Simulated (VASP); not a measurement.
# LaSb (Fm-3m) in VASP: notebook

The runs below take LaSb through single point, with LDA.

All numbers are computed with VASP 6.6.1; they aren't measurements. Logs are shortened: lines on timing, memory, paths and dates and some standing lists are left out, and cuts for length are marked.

### 1 The cell of the first run

It takes space group Fm-3m (No. 225, cubic). Conventional cell: a = 4.973 Å, b = 4.973 Å, c = 4.973 Å, α = 90.00°, β = 90.00°, γ = 90.00°. La (site symmetry m-3m) has 6 Sb at 2.49 Å within 3.3 Å. Sb (site symmetry m-3m) has 6 La at 2.49 Å within 3.3 Å.

### 2 Single point, LDA

Input file INCAR:

```
SYSTEM = LaSb
PREC = Accurate
ENCUT = 520
EDIFF = 1E-6
ISMEAR = -1
SIGMA = 0.05
LREAL = .FALSE.
LASPH = .TRUE.
NELM = 60
ALGO = Normal
ISIF = 2
LWAVE = .FALSE.
LCHARG = .FALSE.
GGA = CA
NBANDS = 15
```

Input file KPOINTS:

```
Automatic mesh
0
G
  10 10 10
  0 0 0
```

Input file POSCAR:

```
LaSb
1.0
    0.0000000000      2.4866741081      2.4866741081
    2.4866741081      0.0000000000      2.4866741081
    2.4866741081      2.4866741081      0.0000000000
La Sb
1 1
Direct
    0.0000000000      0.0000000000      0.0000000000
    0.5000000000      0.5000000000      0.5000000000
```

Potentials or basis: VASP PAW LDA potentials, release 64 (La, Sb).

Run with:

```bash
$ cat potpaw_LDA.64/La/POTCAR potpaw_LDA.64/Sb/POTCAR > POTCAR
$ mpirun -np 1 vasp_std > vasp.out
```

OUTCAR:

```text
SYSTEM = LaSb
   PREC = Accurate
   ENCUT = 520
   EDIFF = 1E-6
   ISMEAR = -1
   LREAL = .FALSE.
   LASPH = .TRUE.
   NELM = 60
   ISIF = 2
   GGA = CA

 ion  position               nearest neighbor table
   1  0.000  0.000  0.000-   2 2.49   2 2.49   2 2.49   2 2.49   2 2.49   2 2.49
   2  0.500  0.500  0.500-   1 2.49   1 2.49   1 2.49   1 2.49   1 2.49   1 2.49

  LATTYP: Found a face centered cubic cell.
 ALAT       =     4.9733482162

  Lattice vectors:

 A1 = (   0.0000000000,   2.4866741081,   2.4866741081)
 A2 = (   2.4866741081,   0.0000000000,   2.4866741081)
 A3 = (   2.4866741081,   2.4866741081,   0.0000000000)

Analysis of symmetry for initial positions (statically):
=====================================================================
 Subroutine PRICEL returns:
 Original cell was already a primitive cell.

 Routine SETGRP: Setting up the symmetry group for a
 face centered cubic supercell.

 Subroutine GETGRP returns: Found 48 space group operations
 (whereof 48 operations were pure point group operations)
 out of a pool of 48 trial point group operations.

The static configuration has the point symmetry O_h .

Analysis of symmetry for dynamics (positions and initial velocities):
=====================================================================
 Subroutine PRICEL returns:
 Original cell was already a primitive cell.

 Routine SETGRP: Setting up the symmetry group for a
 face centered cubic supercell.

 Subroutine GETGRP returns: Found 48 space group operations
 (whereof 48 operations were pure point group operations)
 out of a pool of 48 trial point group operations.

The dynamic configuration has the point symmetry O_h .

 Subroutine INISYM returns: Found 48 space group operations
 (whereof 48 operations are pure point group operations),
 and found     1 'primitive' translations

----------------------------------------------------------------------------------------

                                     Primitive cell

  volume of cell :      30.7529

  direct lattice vectors                    reciprocal lattice vectors
     0.000000000  2.486674108  2.486674108    -0.201071784  0.201071784  0.201071784
     2.486674108  0.000000000  2.486674108     0.201071784 -0.201071784  0.201071784
     2.486674108  2.486674108  0.000000000     0.201071784  0.201071784 -0.201071784

  length of vectors
     3.516688249  3.516688249  3.516688249     0.348266546  0.348266546  0.348266546

  position of ions in fractional coordinates (direct lattice)
     0.000000000  0.000000000  0.000000000
     0.500000000  0.500000000  0.500000000

  ion indices of the primitive-cell ions
   primitive index   ion index
                 1           1
                 2           2

----------------------------------------------------------------------------------------

 KPOINTS: Automatic mesh

Automatic generation of k-mesh.
 Grid dimensions read from file:
 generate k-points for:   10   10   10

 Generating k-lattice:

  Cartesian coordinates                     Fractional coordinates (reciprocal lattice)
    -0.020107178  0.020107178  0.020107178     0.100000000  0.000000000  0.000000000
     0.020107178 -0.020107178  0.020107178     0.000000000  0.100000000  0.000000000
     0.020107178  0.020107178 -0.020107178     0.000000000  0.000000000  0.100000000

  Length of vectors
     0.034826655  0.034826655  0.034826655

  Shift w.r.t. Gamma in fractional coordinates (k-lattice)
     0.000000000  0.000000000  0.000000000

 Subroutine IBZKPT returns following result:
 ===========================================

 Found     47 irreducible k-points:

 Following reciprocal coordinates:
            Coordinates               Weight
  0.000000  0.000000  0.000000      1.000000
  0.100000  0.000000  0.000000      8.000000
  0.200000  0.000000  0.000000      8.000000
  0.300000  0.000000  0.000000      8.000000
  0.400000  0.000000  0.000000      8.000000
  0.500000  0.000000  0.000000      4.000000
[... 16 lines left out ...]
  0.300000  0.300000  0.000000      6.000000
  0.400000  0.300000  0.000000     24.000000
 [... further k-points ...]
   k-points           NKPTS =     47   k-points in BZ     NKDIM =     47   number of bands    NBANDS=     15
   number of dos      NEDOS =    301   number of ions     NIONS =      2
   total plane-waves  NPLWV =  21952
   dimension x,y,z NGX =    28 NGY =   28 NGZ =   28
   dimension x,y,z NGXF=    56 NGYF=   56 NGZF=   56
   ions per type =               1   1
   NGX,Y,Z   is equivalent  to a cutoff of  13.24, 13.24, 13.24 a.u.
   NGXF,Y,Z  is equivalent  to a cutoff of  26.47, 26.47, 26.47 a.u.
 SYSTEM =  LaSb
   PREC   = accura    normal or accurate (medium, high low for compatibility)
   ISTART =      0    job   : 0-new  1-cont  2-samecut
   ICHARG =      2    charge: 1-file 2-atom 10-const
   ISPIN  =      1    spin polarized calculation?
   LNONCOLLINEAR =      F non collinear calculations
   LSORBIT =      F    spin-orbit coupling
   LASPH  =      T    aspherical Exc in radial PAW
   ENCUT  =  520.0 eV  38.22 Ry    6.18 a.u.   6.54  6.54  6.54*2*pi/ulx,y,z
   NELM   =     60;   NELMIN=  2; NELMDL= -5     # of ELM steps
   EDIFF  = 0.1E-05   stopping-criterion for ELM
   LREAL  =      F    real-space projection
   EDIFFG = 0.1E-04   stopping-criterion for IOM
   NSW    =      0    number of steps for IOM
   IBRION =     -1    ionic relax: 0-MD 1-quasi-New 2-CG
   NFREE  =      0    steps in history (QN), initial steepest desc. (CG)
   ISIF   =      2    stress and relaxation
   ISYM   =      2    0-nonsym 1-usesym 2-fastsym
   POTIM  = 0.5000    time-step for ionic-motion
   TEBEG  =    0.0;   TEEND  =   0.0 temperature during run
   PSTRESS=    0.0 pullay stress
   NELECT =      16.0000    total number of electrons
   NUPDOWN=      -1.0000    fix difference up-down
   EMIN   =  10.00;   EMAX   =-10.00  energy-range for DOS
   EFERMI =   0.00;   METHOD = LEGACY
   ISMEAR =    -1;   SIGMA  =   0.05  broadening in eV -4-tet -1-fermi 0-gaus
   EFERMI_NEDOS =   21; number of points for ismear=-14 and -15
   IALGO  =     38    algorithm
   IMIX   =      4    mixing-type and parameters
     AMIX     =   0.40;   BMIX     =  1.00
     AMIX_MAG =   1.60;   BMIX_MAG =  1.00
  volume/ion in A,a.u.               =      15.38       103.77
  Fermi-wavevector in a.u.,A,eV,Ry     =   1.316697  2.488197 23.588310  1.733692
  Thomas-Fermi vector in A             =   2.446791
   LORBIT       =      0    0 simple, 1 ext, 2 COOP (PROOUT), +10 PAW based schemes
   GGA     = CA    functional components
   LHFCALC =     F    Hartree Fock is set to
   AEXX    =    0.0000 exact exchange contribution
   IVDW    =     0    specifies the selected vdW correction
   LEPSILON=     F    determine dielectric tensor
   LRPA    =     F    only Hartree local field effects (RPA)
 non-spin polarized calculation
  energy-cutoff  :      520.00
  volume of cell :       30.75
 maximum number of plane-waves:       869
 NGX is ok and might be reduce to    28
   NGX = 13   NGY = 13   NGZ = 13

 number of electron      16.0000000 magnetization

 Free energy of the ion-electron system (eV)
  ---------------------------------------------------
  ext. energy  EPLUGINS =         0.00000000
  ---------------------------------------------------
  free energy    TOTEN  =        -1.01540765 eV

  energy without entropy =       -1.00860494  energy(sigma->0) =       -1.01200630

 E-fermi :  18.5622     XC(G=0): -13.3467

 val. band max:       18.5177971618   @ k =   0.0000   0.0000   0.0000
 cond. band min:      18.5636466227   @ k =  -0.1000   0.1000   0.0000
 fundamental gap:      0.0458494610
 Fermi energy:        18.5621617724

 k-point     1 :       0.0000    0.0000    0.0000
  band No.  band energies     occupation
      1     -14.0420      2.00000
      2       3.0326      2.00000
      3       3.0326      2.00000
      4       3.0326      2.00000
      5       8.1258      2.00000
      6      18.3063      1.98809
      7      18.3063      1.98809
      8      18.3063      1.98809
      9      18.5178      1.41666
     10      18.5178      1.41666
     11      18.5178      1.41666
     12      19.7281      0.00000
     13      21.1184      0.00000
     14      21.1184      0.00000
     15      22.9419      0.00000

 k-point     2 :       0.1000    0.0000    0.0000
  band No.  band energies     occupation
      1     -13.9752      2.00000
      2       2.3854      2.00000
      3       3.0508      2.00000
      4       3.0508      2.00000
      5       8.8301      2.00000
      6      17.1510      2.00000
      7      17.5770      2.00000
      8      17.5770      2.00000
      9      18.6965      0.12751
     10      18.6965      0.12751
     11      18.7642      0.03455
     12      20.5447      0.00000
     13      21.5926      0.00000
     14      21.5926      0.00000
     15      22.9509      0.00000

 k-point     3 :       0.2000    0.0000    0.0000
  band No.  band energies     occupation
      1     -13.7933      2.00000
      2       1.1121      2.00000
      3       3.1013      2.00000
      4       3.1013      2.00000
      5      10.2213      2.00000
      6      15.8618      2.00000
      7      16.2758      2.00000
      8      16.2758      2.00000
      9      18.7817      0.02447
     10      19.2684      0.00000
     11      19.2684      0.00000
     12      21.6843      0.00000
     13      22.1448      0.00000
     14      22.1448      0.00000
     15      22.9743      0.00000
[... 343 lines left out ...]
 k-point    23 :       0.3000    0.3000    0.0000
  band No.  band energies     occupation
      1     -13.3494      2.00000
      2       0.6308      2.00000
      3       2.1570      2.00000
      4       2.1570      2.00000
      5       8.9783      2.00000
      6      15.4765      2.00000
      7      16.3833      2.00000
      8      18.4221      1.88538
      9      18.4221      1.88538
     10      21.3219      0.00000
     11      21.4968      0.00000
     12      21.4968      0.00000
     13      22.0737      0.00000
     14      22.3933      0.00000
     15      23.3898      0.00000

 k-point    24 :       0.4000    0.3000    0.0000
  band No.  band energies     occupation
      1     -13.1649      2.00000
      2       0.1781      2.00000
      3       1.9169      2.00000
      4       2.0626      2.00000
      5       8.4746      2.00000
      6      15.2949      2.00000
      7      17.2143      2.00000
      8      18.2372      1.99700
      9      19.0696      0.00008
     10      21.4367      0.00000
     11      21.6194      0.00000
     12      21.8250      0.00000
     13      22.1507      0.00000
     14      22.6275      0.00000
     15      23.2250      0.00000

 [... further k-points ...]
[... 5 lines left out ...]
  --------------------------------------------------------------------------------------
  -------------------------------------------------------------------------------------
  Total       38.8290022     38.8290022     38.8290022      0.0000000      0.0000000      0.0000000
  in kB     2022.9269470   2022.9269470   2022.9269470      0.0000000      0.0000000      0.0000000
  external PRESSURE =    2022.9269470 kB  Pullay stress =       0.0000000 kB

 VOLUME and BASIS-vectors are now :
 -----------------------------------------------------------------------------
  energy-cutoff  :      520.00
  volume of cell :       30.75
      direct lattice vectors                 reciprocal lattice vectors
     0.000000000  2.486674108  2.486674108    -0.201071784  0.201071784  0.201071784
     2.486674108  0.000000000  2.486674108     0.201071784 -0.201071784  0.201071784
     2.486674108  2.486674108  0.000000000     0.201071784  0.201071784 -0.201071784

 POSITION                                       TOTAL-FORCE (eV/Angst)
 -----------------------------------------------------------------------------------
      0.00000      0.00000      0.00000         0.000000      0.000000      0.000000
      2.48667      2.48667      2.48667        -0.000000     -0.000000     -0.000000
 -----------------------------------------------------------------------------------
    total drift:                               -0.000000      0.000000      0.000000

  FREE ENERGIE OF THE ION-ELECTRON SYSTEM (eV)
  ---------------------------------------------------
  free  energy   TOTEN  =        -1.0154076515 eV

  energy  without entropy=       -1.0086049388  energy(sigma->0) =       -1.01200630
```

It took 12 s on 1 thread of Intel Xeon 6975P-C (Granite Rapids), shared host; peak memory 0.17 GiB.

Results:

| Item | Value |
| --- | --- |
| Free energy | -1.0154 eV |
| Pressure | 202.3 GPa |
| Band gap on the k mesh | zero (bands 8 and 9 overlap by 1.77 eV) |

Caveat: the cell stands under pressure; spin-orbit coupling is left out, which moves the levels of the heavy elements.

### 3 Single point, LDA (15.38 Å³/atom)

Input file INCAR:

```
ALGO = Normal ; EDIFF = 1E-6
ENCUT = 520 ; ISIF = 2
ISMEAR = -1 ; LASPH = T
LCHARG = T ; LELF = T
LREAL = F ; LVHAR = T
LWAVE = F ; NBANDS = 15
NELM = 80 ; PREC = Accurate
SIGMA = 0.05
```

Input file KPOINTS:

```
k-points
0
Gamma
  10 10 10
```

POSCAR is that of step 2.

Potentials or basis: VASP PAW LDA potentials, release 64 (La, Sb).

Run with:

```bash
$ cat potpaw_LDA.64/La/POTCAR potpaw_LDA.64/Sb/POTCAR > POTCAR
$ mpirun -np 1 vasp_std > vasp.out
```

Run time: 12 s. Hardware: 1 thread of Intel Xeon 6975P-C (Granite Rapids), shared host; peak memory 0.17 GiB.

The run converged. Its results:

```yaml
Free_energy: -1.0154 eV
Pressure: 202.3 GPa
Band_gap_on_the_k_mesh: zero (bands 8 and 9 overlap by 1.77 eV)
```

Levels at points of the mesh, in eV from the Fermi level:
```csv
k point,band 5,band 6,band 7,band 8,band 9,band 10,band 11,band 12
"(0.00, 0.00, 0.00)",-10.44,-0.26,-0.26,-0.26,-0.04,-0.04,-0.04,1.17
"(0.50, 0.00, 0.00)",-6.25,-4.47,-4.47,-4.43,2.16,2.87,2.87,4.06
"(0.50, 0.50, 0.00)",-11.67,-3.80,1.00,1.00,1.47,2.85,3.45,3.45
```

Caveat: the cell stands under pressure; spin-orbit coupling is left out, which moves the levels of the heavy elements.

(Part 1 of 2 ends here.)
